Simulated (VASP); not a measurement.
Input of a VASP 6.6.1 run:

POSCAR

```
Se
1.0
    4.4968862917      0.0000000000      0.0000000000
   -2.2484431459      3.8944177665      0.0000000000
    0.0000000000      0.0000000000      4.9961923570
Se
3
Direct
    0.2174132783      0.0000000000      0.1666666667
    0.0000000000      0.2174132783      0.8333333333
    0.7825867217      0.7825867217      0.5000000000
```

INCAR.step1

```
PREC     = Accurate       # precision mode
ENCUT    = 520            # plane-wave cutoff, eV
ISMEAR   = 0              # smearing method
SIGMA    = 0.02           # smearing width, eV
LREAL    = False          # projectors in reciprocal space
LASPH    = True           # aspherical terms in the spheres
NELM     = 100            # most SCF steps
NBANDS   = 16             # bands
GGA      = PE             # functional
ALGO     = Normal         # electronic algorithm
EDIFF    = 1E-4           # SCF threshold, eV
LWAVE    = True           # write WAVECAR
LCHARG   = False          # write CHGCAR
```

Contents of INCAR.step2:

```
PREC     = Accurate       # precision mode
ENCUT    = 520            # plane-wave cutoff, eV
EDIFF    = 1E-7           # SCF threshold, eV
ISMEAR   = 0              # smearing method
SIGMA    = 0.02           # smearing width, eV
LREAL    = False          # projectors in reciprocal space
LASPH    = True           # aspherical terms in the spheres
NELM     = 100            # most SCF steps
ALGO     = Normal         # electronic algorithm
ISIF     = 2              # what is computed and relaxed
LWAVE    = False          # write WAVECAR
LCHARG   = False          # write CHGCAR
METAGGA  = R2SCAN         # meta-GGA
LMIXTAU  = True         
NBANDS   = 16             # bands
ISTART   = 1
```

Contents of KPOINTS:

```
Automatic mesh
0
Gamma
  9 9 6
```

Potentials or basis: VASP PAW PBE potentials, release 64 (Se).

Launch:

```bash
$ cat potpaw_PBE.64/Se/POTCAR > POTCAR
$ cp INCAR.step1 INCAR
$ mpirun -np 1 vasp_std > vasp.out
$ cp INCAR.step2 INCAR
$ mpirun -np 1 vasp_std > vasp.out
```

Problem. What does it give for the pressure?

Solution. 0.0 GPa.

Problem. Predict the band gap on the k mesh.

Solution. 1.31 eV (least direct gap 1.56 eV).

Forces in eV/Å, atoms in the order of the input:
```
Se   0.002  0.000  0.000
Se  -0.001  0.002  0.000
Se  -0.001 -0.002  0.000
```

Caveat: the PAW data sets were made with another functional, which shifts forces and pressure a little; an odd mesh through Γ misses points on the zone boundary, where band edges can lie.
